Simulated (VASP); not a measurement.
# LiBe (P-3m1) in VASP: density of states with PBE

Aim: the density of states of LiBe with PBE.

All numbers are computed with VASP 6.6.1; they aren't measurements. Logs are shortened: lines on timing, memory, paths and dates and some standing lists are left out, and cuts for length are marked.

## (1) The cell of the first run

Symmetry: P-3m1, No. 164, trigonal system. Conventional cell: a = 2.444 Å, b = 2.444 Å, c = 8.654 Å, α = 90.00°, β = 90.00°, γ = 120.00°. Within 3.2 Å of Li (site symmetry 3m) lie 9 Li at 2.44 to 2.87 Å and 3 Be at 2.61 Å. Within 3.0 Å of Be (site symmetry 3m) lie 9 Be at 2.27 to 2.44 Å and 3 Li at 2.61 Å.

## (2) Density of states, PBE

Input file POSCAR:

```
LiBe
1.0
    2.4442452573      0.0000000000      0.0000000000
   -1.2221226286      2.1167784859      0.0000000000
    0.0000000000      0.0000000000      8.6542788715
Li Be
2 2
Direct
    0.3333333333      0.6666666667      0.8556887925
    0.6666666667      0.3333333333      0.1443112075
    0.3333333333      0.6666666667      0.3974804317
    0.6666666667      0.3333333333      0.6025195683
```

Input file INCAR.step1:

```
SYSTEM = LiBe
ALGO = Normal
EDIFF = 1E-6
ENCUT = 520
GGA = PE
ISIF = 2
ISMEAR = 0
LASPH = .True.
LCHARG = .True.
LREAL = .False.
LWAVE = .False.
NBANDS = 13
NELM = 100
PREC = Accurate
SIGMA = 0.1
```

Input file KPOINTS.step1:

```
k-points
0
Gamma
  24 24 6
  0 0 0
```

Input file INCAR.step2:

```
SYSTEM = LiBe
ALGO = Normal
EDIFF = 1E-6
ENCUT = 520
GGA = PE
ICHARG = 11
ISIF = 2
ISMEAR = -5
LASPH = .True.
LCHARG = .False.
LORBIT = 10
LREAL = .False.
LWAVE = .False.
NEDOS = 2001
NELM = 100
PREC = Accurate
SIGMA = 0.1
```

Input file KPOINTS.step2:

```
k-points
0
Gamma
  36 36 9
  0 0 0
```

Potentials or basis: VASP PAW PBE potentials, release 64 (Li_sv, Be).

On the command line:

```console
> cat potpaw_PBE.64/Li_sv/POTCAR potpaw_PBE.64/Be/POTCAR > POTCAR
> cp INCAR.step1 INCAR
> cp KPOINTS.step1 KPOINTS
> mpirun -np 1 vasp_std > vasp.out
> cp INCAR.step2 INCAR
> cp KPOINTS.step2 KPOINTS
> mpirun -np 1 vasp_std > vasp.out
```

OUTCAR:

```text
SYSTEM = LiBe
   EDIFF = 1E-6
   ENCUT = 520
   GGA = PE
   ICHARG = 11
   ISIF = 2
   ISMEAR = -5
   LASPH = .True.
   LORBIT = 10
   LREAL = .False.
   NELM = 100
   PREC = Accurate

 ion  position               nearest neighbor table
   1  0.333  0.667  0.856-
   2  0.667  0.333  0.144-
   3  0.333  0.667  0.397-   4 2.27   4 2.27   4 2.27
   4  0.667  0.333  0.603-   3 2.27   3 2.27   3 2.27

  LATTYP: Found a hexagonal cell.
 ALAT       =     2.4442452573
 C/A-ratio  =     3.5406753253

  Lattice vectors:

 A1 = (   2.4442452573,   0.0000000000,   0.0000000000)
 A2 = (  -1.2221226286,   2.1167784859,   0.0000000000)
 A3 = (   0.0000000000,   0.0000000000,   8.6542788715)

Analysis of symmetry for initial positions (statically):
=====================================================================
 Subroutine PRICEL returns:
 Original cell was already a primitive cell.

 Routine SETGRP: Setting up the symmetry group for a
 hexagonal supercell.

 Subroutine GETGRP returns: Found 12 space group operations
 (whereof 12 operations were pure point group operations)
 out of a pool of 24 trial point group operations.

The static configuration has the point symmetry D_3d.

Analysis of symmetry for dynamics (positions and initial velocities):
=====================================================================
 Subroutine PRICEL returns:
 Original cell was already a primitive cell.

 Routine SETGRP: Setting up the symmetry group for a
 hexagonal supercell.

 Subroutine GETGRP returns: Found 12 space group operations
 (whereof 12 operations were pure point group operations)
 out of a pool of 24 trial point group operations.

The dynamic configuration has the point symmetry D_3d.

 Subroutine INISYM returns: Found 12 space group operations
 (whereof 12 operations are pure point group operations),
 and found     1 'primitive' translations

----------------------------------------------------------------------------------------

                                     Primitive cell

  volume of cell :      44.7766

  direct lattice vectors                    reciprocal lattice vectors
     2.444245257  0.000000000  0.000000000     0.409124247  0.236207994  0.000000000
    -1.222122629  2.116778486  0.000000000     0.000000000  0.472415988  0.000000000
     0.000000000  0.000000000  8.654278872     0.000000000  0.000000000  0.115549778

  length of vectors
     2.444245257  2.444245257  8.654278872     0.472415988  0.472415988  0.115549778

  position of ions in fractional coordinates (direct lattice)
     0.333333333  0.666666667  0.855688792
     0.666666667  0.333333333  0.144311208
     0.333333333  0.666666667  0.397480432
     0.666666667  0.333333333  0.602519568

  ion indices of the primitive-cell ions
   primitive index   ion index
                 1           1
                 2           2
                 3           3
                 4           4

----------------------------------------------------------------------------------------

 KPOINTS: k-points

Automatic generation of k-mesh.
 Grid dimensions read from file:
 generate k-points for:   36   36    9

 Generating k-lattice:

  Cartesian coordinates                     Fractional coordinates (reciprocal lattice)
     0.011364562  0.006561333  0.000000000     0.027777778  0.000000000  0.000000000
     0.000000000  0.013122666  0.000000000     0.000000000  0.027777778  0.000000000
     0.000000000  0.000000000  0.012838864     0.000000000  0.000000000  0.111111111

  Length of vectors
     0.013122666  0.013122666  0.012838864

  Shift w.r.t. Gamma in fractional coordinates (k-lattice)
     0.000000000  0.000000000  0.000000000

 TETIRR: Found  17304 inequivalent tetrahedra from    69984

 Subroutine IBZKPT returns following result:
 ===========================================

 Found   1067 irreducible k-points:

 Following reciprocal coordinates:
            Coordinates               Weight
  0.000000  0.000000  0.000000      1.000000
  0.027778 -0.000000  0.000000      6.000000
  0.055556 -0.000000  0.000000      6.000000
  0.083333  0.000000  0.000000      6.000000
  0.111111 -0.000000  0.000000      6.000000
  0.138889  0.000000  0.000000      6.000000
[... 16 lines left out ...]
  0.111111  0.027778  0.000000     12.000000
  0.138889  0.027778  0.000000     12.000000
 [... further k-points ...]
   k-points           NKPTS =   1067   k-points in BZ     NKDIM =   1067   number of bands    NBANDS=      9
   number of dos      NEDOS =   2001   number of ions     NIONS =      4
   total plane-waves  NPLWV =  20736
   dimension x,y,z NGX =    18 NGY =   18 NGZ =   64
   dimension x,y,z NGXF=    36 NGYF=   36 NGZF=  128
   ions per type =               2   2
   NGX,Y,Z   is equivalent  to a cutoff of  12.24, 12.24, 12.29 a.u.
   NGXF,Y,Z  is equivalent  to a cutoff of  24.49, 24.49, 24.59 a.u.
 SYSTEM =  LiBe
   PREC   = accura    normal or accurate (medium, high low for compatibility)
   ISTART =      0    job   : 0-new  1-cont  2-samecut
   ICHARG =     11    charge: 1-file 2-atom 10-const
   ISPIN  =      1    spin polarized calculation?
   LNONCOLLINEAR =      F non collinear calculations
   LSORBIT =      F    spin-orbit coupling
   LASPH  =      T    aspherical Exc in radial PAW
   ENCUT  =  520.0 eV  38.22 Ry    6.18 a.u.   4.54  4.54 16.09*2*pi/ulx,y,z
   NELM   =    100;   NELMIN=  2; NELMDL=  0     # of ELM steps
   EDIFF  = 0.1E-05   stopping-criterion for ELM
   LREAL  =      F    real-space projection
   EDIFFG = 0.1E-04   stopping-criterion for IOM
   NSW    =      0    number of steps for IOM
   IBRION =     -1    ionic relax: 0-MD 1-quasi-New 2-CG
   NFREE  =      0    steps in history (QN), initial steepest desc. (CG)
   ISIF   =      2    stress and relaxation
   ISYM   =      2    0-nonsym 1-usesym 2-fastsym
   POTIM  = 0.5000    time-step for ionic-motion
   TEBEG  =    0.0;   TEEND  =   0.0 temperature during run
   PSTRESS=    0.0 pullay stress
   NELECT =      10.0000    total number of electrons
   NUPDOWN=      -1.0000    fix difference up-down
   EMIN   =  10.00;   EMAX   =-10.00  energy-range for DOS
   EFERMI =   0.00;   METHOD = LEGACY
   ISMEAR =    -5;   SIGMA  =   0.10  broadening in eV -4-tet -1-fermi 0-gaus
   EFERMI_NEDOS =   21; number of points for ismear=-14 and -15
   IALGO  =     38    algorithm
   IMIX   =      4    mixing-type and parameters
     AMIX     =   0.40;   BMIX     =  1.00
     AMIX_MAG =   1.60;   BMIX_MAG =  1.00
  volume/ion in A,a.u.               =      11.19        75.54
  Fermi-wavevector in a.u.,A,eV,Ry     =   0.993248  1.876967 13.422720  0.986542
  Thomas-Fermi vector in A             =   2.125117
   LORBIT       =     10    0 simple, 1 ext, 2 COOP (PROOUT), +10 PAW based schemes
   GGA     = PE    functional components
   LHFCALC =     F    Hartree Fock is set to
   AEXX    =    0.0000 exact exchange contribution
   IVDW    =     0    specifies the selected vdW correction
   LEPSILON=     F    determine dielectric tensor
   LRPA    =     F    only Hartree local field effects (RPA)
 non-spin polarized calculation
 Fermi weights with tetrahedron method with Bloechl corrections
  energy-cutoff  :      520.00
  volume of cell :       44.78
 maximum number of plane-waves:      1230

 number of electron      10.0000003 magnetization

 Free energy of the ion-electron system (eV)
  ---------------------------------------------------
  ext. energy  EPLUGINS =         0.00000000
  ---------------------------------------------------
  free energy    TOTEN  =       -10.38575394 eV

  energy without entropy =      -10.38575394  energy(sigma->0) =      -10.38575394

 E-fermi :   3.4486     XC(G=0):  -9.0338

 val. band max:        3.4957498472   @ k =   0.3056   0.3056   0.0000
 cond. band min:       3.2930517157   @ k =   0.3333   0.3333   0.4444
 fundamental gap:     -0.2026981315
 Fermi energy:         3.4485665775

 k-point     1 :       0.0000    0.0000    0.0000
  band No.  band energies     occupation
      1     -42.6400      2.00000
      2     -42.6194      2.00000
      3      -5.3300      2.00000
      4      -2.2544      2.00000
      5      -0.4005      2.00000
      6       1.2440      2.00000
      7       6.0112      0.00000
      8      11.7775      0.00000
      9      11.9826      0.00000

 k-point     2 :       0.0278   -0.0000    0.0000
  band No.  band energies     occupation
      1     -42.6391      2.00000
      2     -42.6185      2.00000
      3      -5.3101      2.00000
      4      -2.2347      2.00000
      5      -0.3828      2.00000
      6       1.2687      2.00000
      7       6.0154      0.00000
      8      11.7875      0.00000
      9      11.9931      0.00000

 k-point     3 :       0.0556   -0.0000    0.0000
  band No.  band energies     occupation
      1     -42.6361      2.00000
      2     -42.6158      2.00000
      3      -5.2505      2.00000
      4      -2.1757      2.00000
      5      -0.3298      2.00000
      6       1.3428      2.00000
      7       6.0281      0.00000
      8      11.8173      0.00000
      9      12.0238      0.00000

 k-point     4 :       0.0833    0.0000    0.0000
  band No.  band energies     occupation
      1     -42.6312      2.00000
      2     -42.6113      2.00000
      3      -5.1511      2.00000
      4      -2.0776      2.00000
      5      -0.2417      2.00000
      6       1.4664      2.00000
      7       6.0482      0.00000
      8      11.8656      0.00000
      9      12.0713      0.00000

 k-point     5 :       0.1111   -0.0000    0.0000
  band No.  band energies     occupation
      1     -42.6246      2.00000
      2     -42.6052      2.00000
      3      -5.0120      2.00000
      4      -1.9404      2.00000
      5      -0.1186      2.00000
      6       1.6393      2.00000
      7       6.0755      0.00000
      8      11.9294      0.00000
      9      12.1288      0.00000

 k-point     6 :       0.1389    0.0000    0.0000
  band No.  band energies     occupation
      1     -42.6164      2.00000
      2     -42.5978      2.00000
      3      -4.8332      2.00000
      4      -1.7647      2.00000
      5       0.0389      2.00000
      6       1.8617      2.00000
      7       6.1083      0.00000
      8      11.9989      0.00000
      9      12.1814      0.00000
[... 169 lines left out ...]
 k-point    21 :       0.0556    0.0278    0.0000
  band No.  band energies     occupation
      1     -42.6332      2.00000
      2     -42.6131      2.00000
      3      -5.1909      2.00000
      4      -2.1168      2.00000
      5      -0.2769      2.00000
      6       1.4170      2.00000
      7       6.0402      0.00000
      8      11.8465      0.00000
      9      12.0530      0.00000

 k-point    22 :       0.0833    0.0278    0.0000
  band No.  band energies     occupation
      1     -42.6274      2.00000
      2     -42.6078      2.00000
      3      -5.0716      2.00000
      4      -1.9992      2.00000
      5      -0.1713      2.00000
      6       1.5652      2.00000
      7       6.0640      0.00000
      8      11.9031      0.00000
      9      12.1062      0.00000

 k-point    23 :       0.1111    0.0278    0.0000
  band No.  band energies     occupation
      1     -42.6200      2.00000
      2     -42.6010      2.00000
      3      -4.9126      2.00000
      4      -1.8427      2.00000
      5      -0.0310      2.00000
      6       1.7629      2.00000
      7       6.0945      0.00000
      8      11.9720      0.00000
      9      12.1632      0.00000

 k-point    24 :       0.1389    0.0278    0.0000
  band No.  band energies     occupation
      1     -42.6112      2.00000
      2     -42.5930      2.00000
      3      -4.7140      2.00000
      4      -1.6477      2.00000
      5       0.1436      2.00000
      6       2.0100      2.00000
      7       6.1294      0.00000
      8      12.0347      0.00000
      9      12.2047      0.00000

 [... further k-points ...]
[... 5 lines left out ...]
  --------------------------------------------------------------------------------------
  -------------------------------------------------------------------------------------
  Total       -0.0132981     -0.0132981     -0.0004745     -0.0000000      0.0000000     -0.0000000
  in kB       -0.4758274     -0.4758274     -0.0169787     -0.0000000      0.0000000     -0.0000000
  external PRESSURE =      -0.3228778 kB  Pullay stress =       0.0000000 kB

 VOLUME and BASIS-vectors are now :
 -----------------------------------------------------------------------------
  energy-cutoff  :      520.00
  volume of cell :       44.78
      direct lattice vectors                 reciprocal lattice vectors
     2.444245257  0.000000000  0.000000000     0.409124247  0.236207994  0.000000000
    -1.222122629  2.116778486  0.000000000     0.000000000  0.472415988  0.000000000
     0.000000000  0.000000000  8.654278872     0.000000000  0.000000000  0.115549778

 POSITION                                       TOTAL-FORCE (eV/Angst)
 -----------------------------------------------------------------------------------
     -0.00000      1.41119      7.40537         0.000000      0.000000      0.012787
      1.22212      0.70559      1.24891         0.000000      0.000000     -0.012787
     -0.00000      1.41119      3.43991        -0.000000     -0.000000     -0.025694
      1.22212      0.70559      5.21437        -0.000000      0.000000      0.025694
 -----------------------------------------------------------------------------------
    total drift:                               -0.000000      0.000000      0.000000

  FREE ENERGIE OF THE ION-ELECTRON SYSTEM (eV)
  ---------------------------------------------------
  free  energy   TOTEN  =       -10.3857539378 eV

  energy  without entropy=      -10.3857539378  energy(sigma->0) =      -10.38575394

 total charge

# of ion       s       p       d       tot
------------------------------------------
    1        2.052   0.083   0.000   2.135
    2        2.052   0.083   0.000   2.135
    3        0.374   0.591   0.000   0.965
    4        0.374   0.591   0.000   0.965
--------------------------------------------------
tot          4.851   1.348   0.000   6.199
```

Wall time 7.5 min (1 thread of Intel Xeon Platinum 8259CL at 2.50GHz (Skylake/Cascade Lake), shared host); peak memory 0.51 GiB.

Results:

| Quantity | Value |
| --- | --- |
| Valence electrons inside the program's atomic spheres | Li 2.13; Be 0.96 |

Levels at points of the mesh, in eV from the Fermi level:
| k point | band 3 | band 4 | band 5 | band 6 | band 7 | band 8 |
| --- | --- | --- | --- | --- | --- | --- |
| (0.00, 0.00, 0.00) | -8.78 | -5.70 | -3.85 | -2.20 | 2.56 | 8.33 |
| (0.50, 0.00, 0.00) | -3.10 | -2.09 | 0.15 | 0.33 | 3.43 | 3.63 |

Caveat: the cutoff is under 1.25 times the usual one of these potentials, so pressure, stress and relaxed cells hold a basis-set (Pulay) error; tetrahedron occupations give inexact forces and stress in metals.
